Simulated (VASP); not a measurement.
# KF (Fmmm) in VASP: a series of runs

KF is run at these levels: PBE; tasks: single point.

Everything below comes from runs of VASP 6.6.1. Logs are shortened: lines on timing, memory, paths and dates and some standing lists are left out, and cuts for length are marked.

**1. The cell of the first run**

Symmetry: Fmmm, No. 69, orthorhombic system. The conventional cell has a = 4.608 Å, b = 5.421 Å, c = 5.801 Å, α = 90.00°, β = 90.00°, γ = 90.00°. Within 3.0 Å of K (site symmetry mmm) lie 6 F at 2.30 to 2.90 Å. F (site symmetry mmm) has 6 K at 2.30 to 2.90 Å within 3.0 Å.

**2. Single point, PBE (normal strain along x +0.0700, normal strain along z -0.1500)**

Contents of INCAR:

```
ALGO = Normal ; EDIFF = 1E-6
ENCUT = 520 ; GGA = PE
ISIF = 2 ; ISMEAR = 0
LASPH = T ; LCHARG = F
LREAL = F ; LWAVE = F
NBANDS = 15 ; NELM = 80
PREC = Accurate ; SIGMA = 0.05
```

Contents of KPOINTS:

```
k-points
0
Gamma
  8 8 8
```

Contents of POSCAR:

```
KF
1.0
    0.0000000000      2.7105354767      2.3039551552
    2.9002729601      0.0000000000      2.3039551552
    2.9002729601      2.7105354767      0.0000000000
K F
1 1
Direct
    0.0000000000      0.0000000000      0.0000000000
    0.5000000000      0.5000000000      0.5000000000
```

Potentials or basis: VASP PAW PBE potentials, release 64 (K_sv, F).

The run is started by

```sh
$ cat potpaw_PBE.64/K_sv/POTCAR potpaw_PBE.64/F/POTCAR > POTCAR
$ mpirun -np 1 vasp_std > vasp.out
```

OUTCAR:

```text
EDIFF = 1E-6
   ENCUT = 520
   GGA = PE
   ISIF = 2
   ISMEAR = 0
   LASPH = T
   LREAL = F
   NELM = 80
   PREC = Accurate

 ion  position               nearest neighbor table
   1  0.000  0.000  0.000-   2 2.30   2 2.30   2 2.71   2 2.71
   2  0.500  0.500  0.500-   1 2.30   1 2.30   1 2.71   1 2.71

  LATTYP: Found a face centered orthorhombic cell.
 ALAT       =     4.6079103104
 B/A-ratio  =     1.1764705882
 C/A-ratio  =     1.2588235294

  Lattice vectors:

 A1 = (   2.9002729601,  -2.7105354767,   0.0000000000)
 A2 = (   2.9002729601,   0.0000000000,   2.3039551552)
 A3 = (   0.0000000000,  -2.7105354767,   2.3039551552)

Analysis of symmetry for initial positions (statically):
=====================================================================
 Subroutine PRICEL returns:
 Original cell was already a primitive cell.

 Routine SETGRP: Setting up the symmetry group for a
 face centered orthorhombic supercell.

 Subroutine GETGRP returns: Found  8 space group operations
 (whereof  8 operations were pure point group operations)
 out of a pool of  8 trial point group operations.

The static configuration has the point symmetry D_2h.

Analysis of symmetry for dynamics (positions and initial velocities):
=====================================================================
 Subroutine PRICEL returns:
 Original cell was already a primitive cell.

 Routine SETGRP: Setting up the symmetry group for a
 face centered orthorhombic supercell.

 Subroutine GETGRP returns: Found  8 space group operations
 (whereof  8 operations were pure point group operations)
 out of a pool of  8 trial point group operations.

The dynamic configuration has the point symmetry D_2h.

 Subroutine INISYM returns: Found  8 space group operations
 (whereof  8 operations are pure point group operations),
 and found     1 'primitive' translations

----------------------------------------------------------------------------------------

                                     Primitive cell

  volume of cell :      36.2241

  direct lattice vectors                    reciprocal lattice vectors
     0.000000000  2.710535477  2.303955155    -0.172397566  0.184465396  0.217018113
     2.900272960  0.000000000  2.303955155     0.172397566 -0.184465396  0.217018113
     2.900272960  2.710535477  0.000000000     0.172397566  0.184465396 -0.217018113

  length of vectors
     3.557416468  3.704023839  3.969708530     0.332934325  0.332934325  0.332934325

  position of ions in fractional coordinates (direct lattice)
     0.000000000  0.000000000  0.000000000
     0.500000000  0.500000000  0.500000000

  ion indices of the primitive-cell ions
   primitive index   ion index
                 1           1
                 2           2

----------------------------------------------------------------------------------------

 KPOINTS: k-points

Automatic generation of k-mesh.
 Grid dimensions read from file:
 generate k-points for:    8    8    8

 Generating k-lattice:

  Cartesian coordinates                     Fractional coordinates (reciprocal lattice)
    -0.021549696  0.023058174  0.027127264     0.125000000  0.000000000  0.000000000
     0.021549696 -0.023058174  0.027127264     0.000000000  0.125000000  0.000000000
     0.021549696  0.023058174 -0.027127264     0.000000000  0.000000000  0.125000000

  Length of vectors
     0.041616791  0.041616791  0.041616791

  Shift w.r.t. Gamma in fractional coordinates (k-lattice)
     0.000000000  0.000000000  0.000000000

 Subroutine IBZKPT returns following result:
 ===========================================

 Found     95 irreducible k-points:

 Following reciprocal coordinates:
            Coordinates               Weight
  0.000000  0.000000  0.000000      1.000000
  0.125000  0.000000  0.000000      8.000000
  0.250000  0.000000  0.000000      8.000000
  0.375000  0.000000  0.000000      8.000000
  0.500000  0.000000  0.000000      4.000000
  0.125000  0.125000  0.000000      2.000000
[... 16 lines left out ...]
  0.250000 -0.000000  0.125000      8.000000
  0.375000  0.000000  0.125000      8.000000
 [... further k-points ...]
   k-points           NKPTS =     95   k-points in BZ     NKDIM =     95   number of bands    NBANDS=     15
   number of dos      NEDOS =    301   number of ions     NIONS =      2
   total plane-waves  NPLWV =  23520
   dimension x,y,z NGX =    28 NGY =   28 NGZ =   30
   dimension x,y,z NGXF=    56 NGYF=   56 NGZF=   60
   ions per type =               1   1
   NGX,Y,Z   is equivalent  to a cutoff of  13.09, 12.57, 12.56 a.u.
   NGXF,Y,Z  is equivalent  to a cutoff of  26.17, 25.13, 25.13 a.u.
 SYSTEM =  unknown system
   PREC   = accura    normal or accurate (medium, high low for compatibility)
   ISTART =      0    job   : 0-new  1-cont  2-samecut
   ICHARG =      2    charge: 1-file 2-atom 10-const
   ISPIN  =      1    spin polarized calculation?
   LNONCOLLINEAR =      F non collinear calculations
   LSORBIT =      F    spin-orbit coupling
   LASPH  =      T    aspherical Exc in radial PAW
   ENCUT  =  520.0 eV  38.22 Ry    6.18 a.u.   6.61  6.89  7.38*2*pi/ulx,y,z
   NELM   =     80;   NELMIN=  2; NELMDL= -5     # of ELM steps
   EDIFF  = 0.1E-05   stopping-criterion for ELM
   LREAL  =      F    real-space projection
   EDIFFG = 0.1E-04   stopping-criterion for IOM
   NSW    =      0    number of steps for IOM
   IBRION =     -1    ionic relax: 0-MD 1-quasi-New 2-CG
   NFREE  =      0    steps in history (QN), initial steepest desc. (CG)
   ISIF   =      2    stress and relaxation
   ISYM   =      2    0-nonsym 1-usesym 2-fastsym
   POTIM  = 0.5000    time-step for ionic-motion
   TEBEG  =    0.0;   TEEND  =   0.0 temperature during run
   PSTRESS=    0.0 pullay stress
   NELECT =      16.0000    total number of electrons
   NUPDOWN=      -1.0000    fix difference up-down
   EMIN   =  10.00;   EMAX   =-10.00  energy-range for DOS
   EFERMI =   0.00;   METHOD = LEGACY
   ISMEAR =     0;   SIGMA  =   0.05  broadening in eV -4-tet -1-fermi 0-gaus
   EFERMI_NEDOS =   21; number of points for ismear=-14 and -15
   IALGO  =     38    algorithm
   IMIX   =      4    mixing-type and parameters
     AMIX     =   0.40;   BMIX     =  1.00
     AMIX_MAG =   1.60;   BMIX_MAG =  1.00
  volume/ion in A,a.u.               =      18.11       122.23
  Fermi-wavevector in a.u.,A,eV,Ry     =   1.246758  2.356031 21.148971  1.554406
  Thomas-Fermi vector in A             =   2.380921
   LORBIT       =      0    0 simple, 1 ext, 2 COOP (PROOUT), +10 PAW based schemes
   GGA     = PE    functional components
   LHFCALC =     F    Hartree Fock is set to
   AEXX    =    0.0000 exact exchange contribution
   IVDW    =     0    specifies the selected vdW correction
   LEPSILON=     F    determine dielectric tensor
   LRPA    =     F    only Hartree local field effects (RPA)
 non-spin polarized calculation
 Gauss-broadening in eV      SIGMA  =   0.05
  energy-cutoff  :      520.00
  volume of cell :       36.22
 maximum number of plane-waves:       998
 NGX is ok and might be reduce to    28
   NGX = 13   NGY = 13   NGZ = 15

 number of electron      16.0000006 magnetization

 Free energy of the ion-electron system (eV)
  ---------------------------------------------------
  ext. energy  EPLUGINS =         0.00000000
  ---------------------------------------------------
  free energy    TOTEN  =        -7.94462561 eV

  energy without entropy =       -7.94462561  energy(sigma->0) =       -7.94462561

 E-fermi :  -1.9325     XC(G=0):  -8.5817

 val. band max:       -2.1853942995   @ k =   0.5000   0.0000   0.5000
 cond. band min:       3.5237691212   @ k =   0.0000   0.0000   0.0000
 fundamental gap:      5.7091634207
 Fermi energy:        -1.9324547820

 k-point     1 :       0.0000    0.0000    0.0000
  band No.  band energies     occupation
      1     -28.5298      2.00000
      2     -21.3869      2.00000
      3     -11.8732      2.00000
      4     -11.7710      2.00000
      5     -11.6872      2.00000
      6      -2.8294      2.00000
      7      -2.7820      2.00000
      8      -2.1989      2.00000
      9       3.5238      0.00000
     10       7.8213      0.00000
     11       8.2740      0.00000
     12       8.9902      0.00000
     13       9.1394      0.00000
     14      11.4786      0.00000
     15      14.9945      0.00000

 k-point     2 :       0.1250    0.0000    0.0000
  band No.  band energies     occupation
      1     -28.5081      2.00000
      2     -21.4214      2.00000
      3     -11.8311      2.00000
      4     -11.7958      2.00000
      5     -11.7162      2.00000
      6      -2.9105      2.00000
      7      -2.8523      2.00000
      8      -2.3814      2.00000
      9       3.9526      0.00000
     10       7.9388      0.00000
     11       8.3617      0.00000
     12       9.0818      0.00000
     13       9.1831      0.00000
     14      11.6785      0.00000
     15      15.7400      0.00000

 k-point     3 :       0.2500    0.0000    0.0000
  band No.  band energies     occupation
      1     -28.4550      2.00000
      2     -21.5051      2.00000
      3     -11.8979      2.00000
      4     -11.7919      2.00000
      5     -11.6751      2.00000
      6      -3.1554      2.00000
      7      -2.9764      2.00000
      8      -2.7678      2.00000
      9       5.0287      0.00000
     10       7.7986      0.00000
     11       8.7534      0.00000
     12       9.4642      0.00000
     13       9.8811      0.00000
     14      12.1555      0.00000
     15      16.1573      0.00000
[... 343 lines left out ...]
 k-point    23 :       0.2500   -0.0000    0.1250
  band No.  band energies     occupation
      1     -28.4666      2.00000
      2     -21.4477      2.00000
      3     -11.9269      2.00000
      4     -11.8346      2.00000
      5     -11.8000      2.00000
      6      -3.1630      2.00000
      7      -2.9100      2.00000
      8      -2.3773      2.00000
      9       4.8829      0.00000
     10       7.4750      0.00000
     11       8.8568      0.00000
     12       9.6610      0.00000
     13       9.7513      0.00000
     14      11.6948      0.00000
     15      16.5492      0.00000

 k-point    24 :       0.3750    0.0000    0.1250
  band No.  band energies     occupation
      1     -28.4132      2.00000
      2     -21.5284      2.00000
      3     -11.9902      2.00000
      4     -11.8596      2.00000
      5     -11.7581      2.00000
      6      -3.3069      2.00000
      7      -3.0293      2.00000
      8      -2.7601      2.00000
      9       6.0098      0.00000
     10       7.4841      0.00000
     11       9.1832      0.00000
     12      10.0904      0.00000
     13      10.8240      0.00000
     14      12.0823      0.00000
     15      15.1177      0.00000

 [... further k-points ...]
[... 5 lines left out ...]
  --------------------------------------------------------------------------------------
  -------------------------------------------------------------------------------------
  Total       -0.1537740      0.4819132      5.5491989      0.0000000      0.0000000      0.0000000
  in kB       -6.8013567     21.3148070    245.4386135      0.0000000      0.0000000      0.0000000
  external PRESSURE =      86.6506879 kB  Pullay stress =       0.0000000 kB

 VOLUME and BASIS-vectors are now :
 -----------------------------------------------------------------------------
  energy-cutoff  :      520.00
  volume of cell :       36.22
      direct lattice vectors                 reciprocal lattice vectors
     0.000000000  2.710535477  2.303955155    -0.172397566  0.184465396  0.217018113
     2.900272960  0.000000000  2.303955155     0.172397566 -0.184465396  0.217018113
     2.900272960  2.710535477  0.000000000     0.172397566  0.184465396 -0.217018113

 POSITION                                       TOTAL-FORCE (eV/Angst)
 -----------------------------------------------------------------------------------
      0.00000      0.00000      0.00000         0.000000      0.000000      0.000000
      2.90027      2.71054      2.30396         0.000000      0.000000     -0.000000
 -----------------------------------------------------------------------------------
    total drift:                                0.000000      0.000000      0.000000

  FREE ENERGIE OF THE ION-ELECTRON SYSTEM (eV)
  ---------------------------------------------------
  free  energy   TOTEN  =        -7.9446256092 eV

  energy  without entropy=       -7.9446256092  energy(sigma->0) =       -7.94462561
```

Wall time 30 s (1 thread of Intel Xeon 6975P-C (Granite Rapids), shared host); peak memory 0.19 GiB.

Results:

```
Free energy            : -7.9446 eV
Pressure               : 8.7 GPa
Band gap on the k mesh : 5.71 eV, indirect (least direct gap 5.72 eV)
```

Stress tensor (GPa, compression positive):
```
-0.68  0.00  0.00
 0.00  2.13  0.00
 0.00  0.00 24.54
```

Caveat: the cell differs from its parent crystal (normal strain along x +0.0700, normal strain along z -0.1500).

(Continued in part 2 of 2.)
